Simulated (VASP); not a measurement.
# TiO2 (I4_1/amd) in VASP: single point with PBEsol

Aim: the single point of TiO2 with PBEsol.

Program: VASP 6.6.1. These are calculated values, not measurements. Logs are shortened: lines on timing, memory, paths and dates and some standing lists are left out, and cuts for length are marked.

## Step 1: The cell of the first run

It takes space group I4_1/amd (No. 141, tetragonal). Conventional cell: a = 3.770 Å, b = 3.770 Å, c = 9.548 Å, α = 90.00°, β = 90.00°, γ = 90.00°. Within 2.6 Å of Ti (site symmetry -4m2) lie 6 O at 1.93 to 1.98 Å. Within 2.6 Å of O (site symmetry 2mm) lie 3 Ti at 1.93 to 1.98 Å and 2 O at 2.46 Å.

## Step 2: Single point, PBEsol

INCAR reads:

```
SYSTEM = TiO2
ALGO = Normal
EDIFF = 1E-6
ENCUT = 700
GGA = PS
GGA_COMPAT = .FALSE.
ISIF = 2
ISMEAR = -1
ISYM = -1
KPAR = 1
LASPH = .TRUE.
LCHARG = .FALSE.
LREAL = Auto
LWAVE = .FALSE.
NBANDS = 492
NELM = 120
PREC = Accurate
SIGMA = 0.05
```

KPOINTS reads:

```
explicit points
1
Reciprocal
  0.25000000   0.25000000   0.25000000 1
```

POSCAR reads:

```
TiO2
1.0
   11.3112820000      0.0000050000     -0.0000270000
    0.0000050000     11.3112820000     -0.0000270000
   -0.0000230000     -0.0000230000      9.5483880000
Ti O
36 72
Direct
    0.0000000000      0.0000000000      0.0000000000
    0.0000000000      0.3333330000      0.0000000000
    0.0000000000      0.6666670000      0.0000000000
    0.3333330000      0.0000000000      0.0000000000
    0.3333330000      0.3333330000      0.0000000000
    0.3333330000      0.6666670000      0.0000000000
[... 100 lines left out ...]
    0.8333330000      0.5000000000      0.7075730000
    0.8333330000      0.8333340000      0.7075730000
```

Potentials or basis: VASP PAW PBE potentials, release 64 (Ti_sv, O).

Run with:

```sh
> cat potpaw_PBE.64/Ti_sv/POTCAR potpaw_PBE.64/O/POTCAR > POTCAR
> mpirun -np 4 vasp_std > vasp.out
```

OUTCAR:

```text
SYSTEM = TiO2
   EDIFF = 1E-6
   ENCUT = 700
   GGA = PS
   ISIF = 2
   ISMEAR = -1
   ISYM = -1
   LASPH = .TRUE.
   LREAL = Auto
   NELM = 120
   PREC = Accurate

 ion  position               nearest neighbor table
   1  0.000  0.000  0.000-  55 1.93  88 1.93  82 1.93  57 1.93  37 1.98  64 1.98
   2  0.000  0.333  0.000-  89 1.93  56 1.93  83 1.93  55 1.93  38 1.98  65 1.98
   3  0.000  0.667  0.000-  90 1.93  57 1.93  84 1.93  56 1.93  39 1.98  66 1.98
   4  0.333  0.000  0.000-  58 1.93  82 1.93  60 1.93  85 1.93  40 1.98  67 1.98
   5  0.333  0.333  0.000-  83 1.93  59 1.93  86 1.93  58 1.93  41 1.98  68 1.98
   6  0.333  0.667  0.000-  60 1.93  84 1.93  59 1.93  87 1.93  42 1.98  69 1.98
[... 28 lines left out ...]
  35  0.833  0.500  0.500-  47 1.93  99 1.93  53 1.93  98 1.93  80 1.98 107 1.98
  36  0.833  0.833  0.500-  99 1.93  48 1.93  97 1.93  54 1.93  81 1.98 108 1.98
  37  0.000  0.000  0.208-  12 1.93  10 1.93   1 1.98
  38  0.000  0.333  0.208-  10 1.93  11 1.93   2 1.98
  39  0.000  0.667  0.208-  12 1.93  11 1.93   3 1.98
  40  0.333  0.000  0.208-  15 1.93  13 1.93   4 1.98
  41  0.333  0.333  0.208-  13 1.93  14 1.93   5 1.98
  42  0.333  0.667  0.208-  15 1.93  14 1.93   6 1.98
[... 64 lines left out ...]
 107  0.833  0.500  0.708-  27 1.93  26 1.93  35 1.98
 108  0.833  0.833  0.708-  25 1.93  27 1.93  36 1.98

IMPORTANT INFORMATION: All symmetrisations will be switched off!
NOSYMM: (Re-)initialisation of all symmetry stuff for point group C_1.

----------------------------------------------------------------------------------------

                                     Primitive cell

  volume of cell :    1221.6695

  direct lattice vectors                    reciprocal lattice vectors
    11.311282000  0.000005000 -0.000027000     0.088407309 -0.000000039  0.000000213
     0.000005000 11.311282000 -0.000027000    -0.000000039  0.088407309  0.000000213
    -0.000023000 -0.000023000  9.548388000     0.000000250  0.000000250  0.104729720

  length of vectors
    11.311282000 11.311282000  9.548388000     0.088407309  0.088407309  0.104729720

  position of ions in fractional coordinates (direct lattice)
     0.000000000  0.000000000  0.000000000
     1.000000000  0.333333000  0.000000000
     1.000000000  0.666667000  0.000000000
     0.333333000  1.000000000  0.000000000
     0.333333000  0.333333000  0.000000000
     0.333333000  0.666667000  0.000000000
[... 100 lines left out ...]
     0.833333000  0.500000000  0.707573000
     0.833333000  0.833334000  0.707573000

  ion indices of the primitive-cell ions
   primitive index   ion index
                 1           1
                 2           2
                 3           3
                 4           4
                 5           5
                 6           6
[... 100 lines left out ...]
               107         107
               108         108

----------------------------------------------------------------------------------------

 KPOINTS: explicit points

Read explicit list of k-points.

 Found      1 k-points:

 Following reciprocal coordinates:
            Coordinates               Weight
  0.250000  0.250000  0.250000      1.000000
   k-points           NKPTS =      1   k-points in BZ     NKDIM =      1   number of bands    NBANDS=    492
   number of dos      NEDOS =    301   number of ions     NIONS =    108
   total plane-waves  NPLWV = 806736
   dimension x,y,z NGX =    98 NGY =   98 NGZ =   84
   dimension x,y,z NGXF=   196 NGYF=  196 NGZF=  168
   ions per type =              36  72
   NGX,Y,Z   is equivalent  to a cutoff of  14.40, 14.40, 14.63 a.u.
   NGXF,Y,Z  is equivalent  to a cutoff of  28.81, 28.81, 29.25 a.u.
 SYSTEM =  TiO2
   PREC   = accura    normal or accurate (medium, high low for compatibility)
   ISTART =      0    job   : 0-new  1-cont  2-samecut
   ICHARG =      2    charge: 1-file 2-atom 10-const
   ISPIN  =      1    spin polarized calculation?
   LNONCOLLINEAR =      F non collinear calculations
   LSORBIT =      F    spin-orbit coupling
   LASPH  =      T    aspherical Exc in radial PAW
   ENCUT  =  700.0 eV  51.45 Ry    7.17 a.u.  24.40 24.40 20.60*2*pi/ulx,y,z
   NELM   =    120;   NELMIN=  2; NELMDL= -5     # of ELM steps
   EDIFF  = 0.1E-05   stopping-criterion for ELM
   LREAL  =      T    real-space projection
   EDIFFG = 0.1E-04   stopping-criterion for IOM
   NSW    =      0    number of steps for IOM
   IBRION =     -1    ionic relax: 0-MD 1-quasi-New 2-CG
   NFREE  =      0    steps in history (QN), initial steepest desc. (CG)
   ISIF   =      2    stress and relaxation
   ISYM   =     -1    0-nonsym 1-usesym 2-fastsym
   POTIM  = 0.5000    time-step for ionic-motion
   TEBEG  =    0.0;   TEEND  =   0.0 temperature during run
   PSTRESS=    0.0 pullay stress
   NELECT =     864.0000    total number of electrons
   NUPDOWN=      -1.0000    fix difference up-down
   EMIN   =  10.00;   EMAX   =-10.00  energy-range for DOS
   EFERMI =   0.00;   METHOD = LEGACY
   ISMEAR =    -1;   SIGMA  =   0.05  broadening in eV -4-tet -1-fermi 0-gaus
   EFERMI_NEDOS =   21; number of points for ismear=-14 and -15
   IALGO  =     38    algorithm
   IMIX   =      4    mixing-type and parameters
     AMIX     =   0.40;   BMIX     =  1.00
     AMIX_MAG =   1.60;   BMIX_MAG =  1.00
  volume/ion in A,a.u.               =      11.31        76.34
  Fermi-wavevector in a.u.,A,eV,Ry     =   1.458573  2.756303 28.945513  2.127435
  Thomas-Fermi vector in A             =   2.575242
   LORBIT       =      0    0 simple, 1 ext, 2 COOP (PROOUT), +10 PAW based schemes
   GGA     = PS    functional components
   LHFCALC =     F    Hartree Fock is set to
   AEXX    =    0.0000 exact exchange contribution
   IVDW    =     0    specifies the selected vdW correction
   LEPSILON=     F    determine dielectric tensor
   LRPA    =     F    only Hartree local field effects (RPA)
 non-spin polarized calculation
  energy-cutoff  :      700.00
  volume of cell :     1221.67
 maximum number of plane-waves:     51366
 NGX is ok and might be reduce to    98
   NGX = 49   NGY = 49   NGZ = 41

 number of electron     863.9999988 magnetization

 Free energy of the ion-electron system (eV)
  ---------------------------------------------------
  ext. energy  EPLUGINS =         0.00000000
  ---------------------------------------------------
  free energy    TOTEN  =     -1012.28178437 eV

  energy without entropy =    -1012.28178437  energy(sigma->0) =    -1012.28178437

 E-fermi :   4.5490     XC(G=0): -11.0349

 val. band max:        3.2148857554   @ k =   0.2500   0.2500   0.2500
 cond. band min:       5.7388953053   @ k =   0.2500   0.2500   0.2500
 fundamental gap:      2.5240095498
 Fermi energy:         4.5490424792

 k-point     1 :       0.2500    0.2500    0.2500
  band No.  band energies     occupation
      1     -52.7907      2.00000
      2     -52.7860      2.00000
      3     -52.7860      2.00000
      4     -52.7811      2.00000
      5     -52.7789      2.00000
      6     -52.7789      2.00000
[... 436 lines left out ...]
    443       6.3954      0.00000
    444       6.3954      0.00000
 [bands above 444 left out]

------------------------ aborting loop because EDIFF is reached ----------------------------------------

  FORCE on cell =-STRESS in cart. coord.  units (eV):
  Direction    XX          YY          ZZ          XY          YZ          ZX
  --------------------------------------------------------------------------------------
  -------------------------------------------------------------------------------------
  Total        2.7333908      2.7346578      4.0749617     -0.1293729     -0.0664429     -0.0664584
  in kB        3.5847477      3.5864094      5.3441716     -0.1696681     -0.0871376     -0.0871579
  external PRESSURE =       4.1717762 kB  Pullay stress =       0.0000000 kB

 VOLUME and BASIS-vectors are now :
 -----------------------------------------------------------------------------
  energy-cutoff  :      700.00
  volume of cell :     1221.67
      direct lattice vectors                 reciprocal lattice vectors
    11.311282000  0.000005000 -0.000027000     0.088407309 -0.000000039  0.000000213
     0.000005000 11.311282000 -0.000027000    -0.000000039  0.088407309  0.000000213
    -0.000023000 -0.000023000  9.548388000     0.000000250  0.000000250  0.104729720

 POSITION                                       TOTAL-FORCE (eV/Angst)
 -----------------------------------------------------------------------------------
      0.00000      0.00000      0.00000        -0.000350      0.000369     -0.000062
      0.00000      3.77042     -0.00001        -0.000259      0.006338     -0.000138
      0.00000      7.54086     -0.00002        -0.000338     -0.005541     -0.000115
      3.77042      0.00000     -0.00001         0.005553      0.000313     -0.000004
      3.77043      3.77043     -0.00002        -0.001858     -0.000863     -0.000093
      3.77043      7.54086     -0.00003        -0.002018      0.002091     -0.000049
[... 100 lines left out ...]
      9.42605      5.65563      6.75615         0.002365     -0.000169      0.020592
      9.42605      9.42606      6.75614        -0.000110     -0.000928      0.020502
 -----------------------------------------------------------------------------------
    total drift:                                0.000092     -0.000026      0.000076

  FREE ENERGIE OF THE ION-ELECTRON SYSTEM (eV)
  ---------------------------------------------------
  free  energy   TOTEN  =     -1012.2817843672 eV

  energy  without entropy=    -1012.2817843670  energy(sigma->0) =    -1012.28178437
```

It took 16 min on 4 MPI ranks of Intel Xeon Platinum 8259CL at 2.50GHz (Skylake/Cascade Lake), shared host; peak memory 0.68 GiB.

What came out:

```yaml
Free_energy: -1012.2818 eV
Pressure: 0.4 GPa
Largest_force: 0.024 eV/Å
Band_gap_on_the_k_mesh: 2.52 eV
```

Forces on the atoms (eV/Å):
```
Ti   0.000  0.000  0.000
Ti   0.000  0.006  0.000
Ti   0.000 -0.006  0.000
Ti   0.006  0.000  0.000
Ti  -0.002 -0.001  0.000
Ti  -0.002  0.002  0.000
Ti  -0.006  0.000  0.000
Ti   0.001 -0.001  0.000
Ti   0.001  0.002  0.000
Ti   0.000 -0.006  0.000
Ti   0.000  0.000  0.000
Ti   0.000  0.005  0.000
Ti  -0.001  0.001  0.000
Ti   0.006  0.000  0.000
Ti  -0.002 -0.001  0.000
Ti   0.002  0.001  0.000
Ti  -0.006  0.000  0.000
Ti   0.002 -0.001  0.000
Ti  -0.005  0.000  0.000
Ti   0.001 -0.003  0.000
Ti   0.001  0.002  0.000
Ti   0.000  0.000  0.000
Ti   0.000  0.005  0.000
Ti   0.000 -0.006  0.000
Ti   0.006  0.000  0.000
Ti  -0.001 -0.002  0.000
Ti  -0.001  0.001  0.000
Ti   0.002  0.001  0.000
Ti  -0.006  0.000  0.000
Ti   0.001 -0.001  0.000
Ti   0.000 -0.005  0.000
Ti   0.000  0.000  0.000
Ti   0.000  0.006  0.000
Ti  -0.002  0.002  0.000
Ti   0.005  0.000  0.000
Ti  -0.001 -0.002  0.000
O    0.000  0.000  0.024
O    0.000  0.002  0.021
O    0.000 -0.002  0.021
O    0.002  0.000  0.021
O    0.000 -0.001  0.021
O    0.000  0.000  0.021
O   -0.002  0.000  0.021
O    0.000 -0.001  0.021
O    0.000  0.000  0.021
O    0.000 -0.002  0.021
O    0.000  0.000  0.024
O    0.000  0.002  0.021
O   -0.001  0.000  0.021
O    0.002  0.000  0.021
O   -0.001  0.000  0.021
O    0.000  0.000  0.021
O   -0.002  0.000  0.021
O    0.000  0.000  0.021
O    0.000 -0.002 -0.020
O    0.000  0.000 -0.023
O    0.000  0.002 -0.021
O    0.000  0.001 -0.021
O    0.002  0.000 -0.021
O    0.000  0.000 -0.021
O    0.000  0.001 -0.021
O   -0.002  0.000 -0.021
O    0.000  0.000 -0.021
O    0.000  0.000 -0.023
O    0.000  0.002 -0.021
O    0.000 -0.002 -0.021
O    0.002  0.000 -0.021
O    0.000  0.000 -0.021
O    0.000  0.000 -0.021
O   -0.002  0.000 -0.020
O    0.001  0.000 -0.020
O    0.001  0.000 -0.021
O    0.001  0.000 -0.021
O   -0.002  0.000 -0.021
O    0.001  0.000 -0.021
O    0.000 -0.002 -0.021
O    0.000  0.000 -0.024
O    0.000  0.002 -0.021
O    0.000  0.000 -0.021
O    0.002  0.000 -0.021
O    0.000  0.000 -0.021
O   -0.002  0.000  0.020
O    0.000  0.000  0.020
O    0.000  0.000  0.021
O    0.000  0.000  0.023
O    0.000  0.002  0.021
O    0.000 -0.002  0.020
O    0.002  0.000  0.020
O   -0.001  0.000  0.020
O   -0.001  0.000  0.020
O   -0.002  0.000 -0.021
O    0.000  0.000 -0.021
O    0.000  0.001 -0.021
O    0.000  0.000 -0.023
O    0.000  0.002 -0.021
O    0.000 -0.002 -0.020
O    0.002  0.000 -0.021
O    0.000  0.000 -0.020
O    0.000  0.001 -0.021
O    0.000  0.000  0.021
O   -0.002  0.000  0.020
O    0.000 -0.001  0.021
O    0.000 -0.002  0.020
O    0.000  0.000  0.023
O    0.000  0.002  0.020
O    0.000  0.000  0.021
O    0.002  0.000  0.021
O    0.000 -0.001  0.021
```

Stress tensor (GPa, compression positive):
```
 0.36 -0.02 -0.01
-0.02  0.36 -0.01
-0.01 -0.01  0.53
```

Caveat: the PAW data sets were made with another functional, which shifts forces and pressure a little; a shifted mesh leaves out Γ, where band edges can lie. A k mesh can miss the band edges.
